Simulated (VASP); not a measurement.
Here is a VASP 6.6.1 calculation.

The input POSCAR:

```
Sn
1.0
    4.5403243833      0.0000000000      0.0000000000
   -2.2701621917      3.9320362574      0.0000000000
    0.0000000000      0.0000000000      7.4584627013
Sn
4
Direct
    0.3333333333      0.6666666667      0.0002405554
    0.6666666667      0.3333333333      0.5002405554
    0.3333333333      0.6666666667      0.3747594446
    0.6666666667      0.3333333333      0.8747594446
```

Contents of INCAR.step1:

```
SYSTEM = Sn
  PREC = Accurate
  ENCUT = 520
  ISMEAR = -1
  SIGMA = 0.02
  LREAL = .False.
  LASPH = .True.
  NELM = 100
  NBANDS = 36
  GGA = PE
  ALGO = Normal
  EDIFF = 1E-4
  LWAVE = .True.
  LCHARG = .False.
```

The input INCAR.step2:

```
SYSTEM = Sn
  PREC = Accurate
  ENCUT = 520
  EDIFF = 1E-6
  ISMEAR = -1
  SIGMA = 0.02
  LREAL = .False.
  LASPH = .True.
  NELM = 100
  ALGO = Normal
  ISIF = 2
  LWAVE = .False.
  LCHARG = .True.
  METAGGA = R2SCAN
  LMIXTAU = .True.
  LELF = .True.
  LVHAR = .True.
  NBANDS = 36
  ISTART = 1
```

Contents of KPOINTS:

```
regular mesh
0
Gamma
  6 6 4
  0 0 0
```

Potentials or basis: VASP PAW PBE potentials, release 64 (Sn_d).

Run with:

```sh
$ cat potpaw_PBE.64/Sn_d/POTCAR > POTCAR
$ cp INCAR.step1 INCAR
$ mpirun -np 1 vasp_std > vasp.out
$ cp INCAR.step2 INCAR
$ mpirun -np 1 vasp_std > vasp.out
```

Task: Predict the band gap on the k mesh.

Result: 0.12 eV, direct.

Task: What does it give for the largest force?

Result: 0.019 eV/Å.

Task: Estimate the pressure.

Result: 3.1 GPa.

Forces in eV/Å, atoms in the order of the input:
```
Sn   0.000  0.000  0.019
Sn   0.000  0.000  0.019
Sn   0.000  0.000 -0.019
Sn   0.000  0.000 -0.019
```

Caveat: the PAW data sets were made with another functional, which shifts forces and pressure a little; spin-orbit coupling is left out, which moves the levels of the heavy elements. A k mesh can miss the band edges.
